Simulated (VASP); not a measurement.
# InSe in VASP: single point with PBE+D3(BJ)

Aim: the single point of InSe with PBE+D3(BJ).

All numbers are computed with VASP 6.6.1; they aren't measurements. Logs are shortened: lines on timing, memory, paths and dates and some standing lists are left out, and cuts for length are marked.

## (1) The cell of the first run

The cell holds a slab with vacuum, 8 atoms: a = 4.027 Å, b = 4.027 Å, c = 28.271 Å, α = 90.00°, β = 90.00°, γ = 120.00°.

## (2) Single point, PBE+D3(BJ) (layers slid over each other, then relaxed in part)

Contents of INCAR:

```
SYSTEM = InSe
  PREC = Accurate
  ENCUT = 520
  EDIFF = 1E-7
  ISMEAR = 0
  SIGMA = 0.05
  LREAL = .FALSE.
  LASPH = .TRUE.
  NELM = 80
  ALGO = Normal
  ISIF = 2
  LWAVE = .FALSE.
  LCHARG = .FALSE.
  LDIPOL = .TRUE.
  IDIPOL = 3
  DIPOL = 0.5 0.5 0.403
  GGA = PE
  IVDW = 12
  NBANDS = 48
```

Contents of KPOINTS:

```
Automatic mesh
0
G
  9 9 1
  0 0 0
```

Contents of POSCAR:

```
InSe
1.0
    4.0266404825      0.0000000000      0.0000000000
   -2.0133202413      3.4871729498      0.0000000000
    0.0000000000      0.0000000000     28.2710567674
Se In
4 4
Direct
    0.0000000000      0.0000000000      0.1591733920
    0.0000000000      0.0000000000      0.3494509406
    0.2222222222      0.6666666667      0.4567100678
    0.2222222222      0.6666666667      0.6470249962
    0.6666666667      0.3333333333      0.2049722458
    0.6666666667      0.3333333333      0.3038060185
    0.8888888889      1.0000000000      0.5023966024
    0.8888888889      1.0000000000      0.6012279190
```

Potentials or basis: VASP PAW PBE potentials, release 64 (Se, In_d).

Run with:

```
cat potpaw_PBE.64/Se/POTCAR potpaw_PBE.64/In_d/POTCAR > POTCAR
mpirun -np 1 vasp_std > vasp.out
```

OUTCAR:

```text
SYSTEM = InSe
   PREC = Accurate
   ENCUT = 520
   EDIFF = 1E-7
   ISMEAR = 0
   LREAL = .FALSE.
   LASPH = .TRUE.
   NELM = 80
   ISIF = 2
   GGA = PE
   IVDW = 12
 IVDW          = 12

 ion  position               nearest neighbor table
   1  0.000  0.000  0.159-   5 2.66   5 2.66   5 2.66
   2  0.000  0.000  0.349-   6 2.66   6 2.66   6 2.66
   3  0.222  0.667  0.457-   7 2.66   7 2.66   7 2.66
   4  0.222  0.667  0.647-   8 2.66   8 2.66   8 2.66
   5  0.667  0.333  0.205-   1 2.66   1 2.66   1 2.66   6 2.79
   6  0.667  0.333  0.304-   2 2.66   2 2.66   2 2.66   5 2.79
   7  0.889  0.000  0.502-   3 2.66   3 2.66   3 2.66   8 2.79
   8  0.889  0.000  0.601-   4 2.66   4 2.66   4 2.66   7 2.79

  LATTYP: Found a hexagonal cell.
 ALAT       =     4.0266404825
 C/A-ratio  =     7.0210034619

  Lattice vectors:

 A1 = (   4.0266404825,   0.0000000000,   0.0000000000)
 A2 = (  -2.0133202413,   3.4871729498,   0.0000000000)
 A3 = (   0.0000000000,   0.0000000000,  28.2710567674)

Analysis of symmetry for initial positions (statically):
=====================================================================
 Subroutine PRICEL returns:
 Original cell was already a primitive cell.

 Routine SETGRP: Setting up the symmetry group for a
 hexagonal supercell.

 Subroutine GETGRP returns: Found  1 space group operations
 (whereof  1 operations were pure point group operations)
 out of a pool of 24 trial point group operations.

The static configuration has the point symmetry C_1 .

Analysis of symmetry for dynamics (positions and initial velocities):
=====================================================================
 Subroutine PRICEL returns:
 Original cell was already a primitive cell.

 Routine SETGRP: Setting up the symmetry group for a
 hexagonal supercell.

 Subroutine GETGRP returns: Found  1 space group operations
 (whereof  1 operations were pure point group operations)
 out of a pool of 24 trial point group operations.

The dynamic configuration has the point symmetry C_1 .

 Subroutine INISYM returns: Found  1 space group operations
 (whereof  1 operations are pure point group operations),
 and found     1 'primitive' translations

----------------------------------------------------------------------------------------

                                     Primitive cell

  volume of cell :     396.9706

  direct lattice vectors                    reciprocal lattice vectors
     4.026640483  0.000000000  0.000000000     0.248345986  0.143382622  0.000000000
    -2.013320241  3.487172950  0.000000000     0.000000000  0.286765243  0.000000000
     0.000000000  0.000000000 28.271056767     0.000000000  0.000000000  0.035371865

  length of vectors
     4.026640483  4.026640483 28.271056767     0.286765243  0.286765243  0.035371865

  position of ions in fractional coordinates (direct lattice)
     0.000000000  0.000000000  0.159173392
     0.000000000  0.000000000  0.349450941
     0.222222222  0.666666667  0.456710068
     0.222222222  0.666666667  0.647024996
     0.666666667  0.333333333  0.204972246
     0.666666667  0.333333333  0.303806018
     0.888888889  0.000000000  0.502396602
     0.888888889  0.000000000  0.601227919

  ion indices of the primitive-cell ions
   primitive index   ion index
                 1           1
                 2           2
                 3           3
                 4           4
                 5           5
                 6           6
                 7           7
                 8           8

----------------------------------------------------------------------------------------

 KPOINTS: Automatic mesh

Automatic generation of k-mesh.
 Grid dimensions read from file:
 generate k-points for:    9    9    1

 Generating k-lattice:

  Cartesian coordinates                     Fractional coordinates (reciprocal lattice)
     0.027593998  0.015931402  0.000000000     0.111111111  0.000000000  0.000000000
     0.000000000  0.031862805  0.000000000     0.000000000  0.111111111  0.000000000
     0.000000000  0.000000000  0.035371865     0.000000000  0.000000000  1.000000000

  Length of vectors
     0.031862805  0.031862805  0.035371865

  Shift w.r.t. Gamma in fractional coordinates (k-lattice)
     0.000000000  0.000000000  0.000000000

 Subroutine IBZKPT returns following result:
 ===========================================

 Found     41 irreducible k-points:

 Following reciprocal coordinates:
            Coordinates               Weight
  0.000000  0.000000  0.000000      1.000000
  0.111111  0.000000  0.000000      2.000000
  0.000000  0.111111  0.000000      2.000000
 -0.111111  0.111111  0.000000      2.000000
  0.222222  0.000000  0.000000      2.000000
  0.000000  0.222222  0.000000      2.000000
[... 16 lines left out ...]
  0.333333  0.111111  0.000000      2.000000
 -0.111111  0.444444  0.000000      2.000000
 [... further k-points ...]
   k-points           NKPTS =     41   k-points in BZ     NKDIM =     41   number of bands    NBANDS=     48
   number of dos      NEDOS =    301   number of ions     NIONS =      8
   total plane-waves  NPLWV = 189000
   dimension x,y,z NGX =    30 NGY =   30 NGZ =  210
   dimension x,y,z NGXF=    60 NGYF=   60 NGZF=  420
   ions per type =               4   4
   NGX,Y,Z   is equivalent  to a cutoff of  12.39, 12.39, 12.35 a.u.
   NGXF,Y,Z  is equivalent  to a cutoff of  24.77, 24.77, 24.70 a.u.
 SYSTEM =  InSe
   PREC   = accura    normal or accurate (medium, high low for compatibility)
   ISTART =      0    job   : 0-new  1-cont  2-samecut
   ICHARG =      2    charge: 1-file 2-atom 10-const
   ISPIN  =      1    spin polarized calculation?
   LNONCOLLINEAR =      F non collinear calculations
   LSORBIT =      F    spin-orbit coupling
   LASPH  =      T    aspherical Exc in radial PAW
   ENCUT  =  520.0 eV  38.22 Ry    6.18 a.u.   7.49  7.49 52.57*2*pi/ulx,y,z
   NELM   =     80;   NELMIN=  2; NELMDL= -5     # of ELM steps
   EDIFF  = 0.1E-06   stopping-criterion for ELM
   LREAL  =      F    real-space projection
   EDIFFG = 0.1E-05   stopping-criterion for IOM
   NSW    =      0    number of steps for IOM
   IBRION =     -1    ionic relax: 0-MD 1-quasi-New 2-CG
   NFREE  =      0    steps in history (QN), initial steepest desc. (CG)
   ISIF   =      2    stress and relaxation
   ISYM   =      2    0-nonsym 1-usesym 2-fastsym
   POTIM  = 0.5000    time-step for ionic-motion
   TEBEG  =    0.0;   TEEND  =   0.0 temperature during run
   PSTRESS=    0.0 pullay stress
   NELECT =      76.0000    total number of electrons
   NUPDOWN=      -1.0000    fix difference up-down
   EMIN   =  10.00;   EMAX   =-10.00  energy-range for DOS
   EFERMI =   0.00;   METHOD = LEGACY
   ISMEAR =     0;   SIGMA  =   0.05  broadening in eV -4-tet -1-fermi 0-gaus
   EFERMI_NEDOS =   21; number of points for ismear=-14 and -15
   IALGO  =     38    algorithm
   IMIX   =      4    mixing-type and parameters
     AMIX     =   0.40;   BMIX     =  1.00
     AMIX_MAG =   1.60;   BMIX_MAG =  1.00
  volume/ion in A,a.u.               =      49.62       334.86
  Fermi-wavevector in a.u.,A,eV,Ry     =   0.943539  1.783030 12.112805  0.890266
  Thomas-Fermi vector in A             =   2.071256
   LORBIT       =      0    0 simple, 1 ext, 2 COOP (PROOUT), +10 PAW based schemes
   GGA     = PE    functional components
   LHFCALC =     F    Hartree Fock is set to
   AEXX    =    0.0000 exact exchange contribution
   IVDW    =    12    specifies the selected vdW correction
   LEPSILON=     F    determine dielectric tensor
   LRPA    =     F    only Hartree local field effects (RPA)
 non-spin polarized calculation
 Gauss-broadening in eV      SIGMA  =   0.05
  energy-cutoff  :      520.00
  volume of cell :      396.97
 maximum number of plane-waves:     10749
 NGX is ok and might be reduce to    30
   NGX = 15   NGY = 15   NGZ =105

 dipolmoment           0.000000      0.000000      0.000252 electrons x Angstroem

 number of electron      75.9999999 magnetization

 dipolmoment           0.000000      0.000000     -0.000332 electrons x Angstroem

 Free energy of the ion-electron system (eV)
  ---------------------------------------------------
  ext. energy  EPLUGINS =         0.00000000
  ---------------------------------------------------
  free energy    TOTEN  =       -28.35858876 eV

  energy without entropy =      -28.35858876  energy(sigma->0) =      -28.35858876

 E-fermi :   0.1014     XC(G=0):  -5.6273

 val. band max:       -0.1441258001   @ k =   0.0000   0.1111   0.0000
 cond. band min:       0.9113584045   @ k =   0.0000   0.0000   0.0000
 fundamental gap:      1.0554842046
 Fermi energy:         0.1014472045

 k-point     1 :       0.0000    0.0000    0.0000
  band No.  band energies     occupation
      1     -14.5241      2.00000
      2     -14.5187      2.00000
      3     -14.3408      2.00000
      4     -14.3404      2.00000
      5     -14.3359      2.00000
      6     -14.3347      2.00000
[... 40 lines left out ...]
     47       5.0502      0.00000
     48       5.1805      0.00000

 k-point     2 :       0.1111    0.0000    0.0000
  band No.  band energies     occupation
      1     -14.5236      2.00000
      2     -14.5183      2.00000
      3     -14.3818      2.00000
      4     -14.3757      2.00000
      5     -14.3388      2.00000
      6     -14.3330      2.00000
[... 40 lines left out ...]
     47       5.1029      0.00000
     48       5.1597      0.00000

 k-point     3 :       0.0000    0.1111    0.0000
  band No.  band energies     occupation
      1     -14.5236      2.00000
      2     -14.5183      2.00000
      3     -14.3815      2.00000
      4     -14.3754      2.00000
      5     -14.3389      2.00000
      6     -14.3333      2.00000
[... 1060 lines left out ...]
     47       4.5176      0.00000
     48       4.5898      0.00000

 k-point    24 :      -0.1111    0.4444    0.0000
  band No.  band energies     occupation
      1     -14.6179      2.00000
      2     -14.6108      2.00000
      3     -14.5106      2.00000
      4     -14.5042      2.00000
      5     -14.4679      2.00000
      6     -14.4624      2.00000
[... 40 lines left out ...]
     47       4.5397      0.00000
     48       4.5713      0.00000

 [... further k-points ...]

------------------------ aborting loop because EDIFF is reached ----------------------------------------

 vacuum level on the upper side and lower side of the slab       (xc-potential included)        -0.080        -0.075

 Edisp (eV)   -2.07007

 E8    (eV) :    -0.9712

  FORCE on cell =-STRESS in cart. coord.  units (eV):
  Direction    XX          YY          ZZ          XY          YZ          ZX
  --------------------------------------------------------------------------------------
  -------------------------------------------------------------------------------------
  Total       0.12939     0.14825     0.02328    -0.10703    -0.06792     0.16417
  in kB       0.52221     0.59832     0.09395    -0.43196    -0.27412     0.66259
  external pressure =        0.40 kB  Pullay stress =        0.00 kB

 VOLUME and BASIS-vectors are now :
 -----------------------------------------------------------------------------
  energy-cutoff  :      520.00
  volume of cell :      396.97
      direct lattice vectors                 reciprocal lattice vectors
     4.026640483  0.000000000  0.000000000     0.248345986  0.143382622  0.000000000
    -2.013320241  3.487172950  0.000000000     0.000000000  0.286765243  0.000000000
     0.000000000  0.000000000 28.271056767     0.000000000  0.000000000  0.035371865

 POSITION                                       TOTAL-FORCE (eV/Angst)
 -----------------------------------------------------------------------------------
      0.00000      0.00000      4.50000        -0.001803      0.000310     -0.014666
      0.00000      0.00000      9.87935        -0.053843      0.018382      0.014864
     -0.44740      2.32478     12.91168         0.039594     -0.019687     -0.014861
     -0.44740      2.32478     18.29208         0.000052     -0.000430      0.014600
      2.01332      1.16239      5.79478        -0.004322      0.001030      0.013933
      2.01332      1.16239      8.58892         0.013248     -0.000519     -0.014757
      3.57924      0.00000     14.20328         0.005961      0.002069      0.014540
      3.57924      0.00000     16.99735         0.001112     -0.001156     -0.013653
 -----------------------------------------------------------------------------------
    total drift:                                0.000278      0.000036     -0.000290

  FREE ENERGIE OF THE ION-ELECTRON SYSTEM (eV)
  ---------------------------------------------------
  free  energy   TOTEN  =       -30.4286538612 eV

  energy  without entropy=      -30.4286538612  energy(sigma->0) =      -30.42865386

 vacuum level on the upper side and lower side of the slab         5.434         5.440
```

Wall time 19 min (1 thread of Oxide Virtual Turin-like, shared host); peak memory 0.79 GiB.

What came out:

| Quantity | Value |
| --- | --- |
| Free energy | -30.4287 eV |
| Largest force | 0.059 eV/Å |
| Band gap on the k mesh | 1.06 eV (least direct gap 1.12 eV) |
| Dispersion energy per atom | -0.259 eV |

Forces on the atoms (eV/Å):
```
Se  -0.002  0.000 -0.015
Se  -0.054  0.018  0.015
Se   0.040 -0.020 -0.015
Se   0.000  0.000  0.015
In  -0.004  0.001  0.014
In   0.013 -0.001 -0.015
In   0.006  0.002  0.015
In   0.001 -0.001 -0.014
```

Levels at points of the mesh, in eV from the valence-band top:
| k point | band 35 | band 36 | band 37 | band 38 | band 39 | band 40 | band 41 | band 42 |
| --- | --- | --- | --- | --- | --- | --- | --- | --- |
| (0.00, 0.00, 0.00) | -0.75 | -0.75 | -0.68 | -0.06 | 1.06 | 1.74 | 2.47 | 2.54 |

Caveat: the cell differs from its parent crystal (layers slid over each other, then relaxed in part); spin-orbit coupling is left out, which moves the levels of the heavy elements.
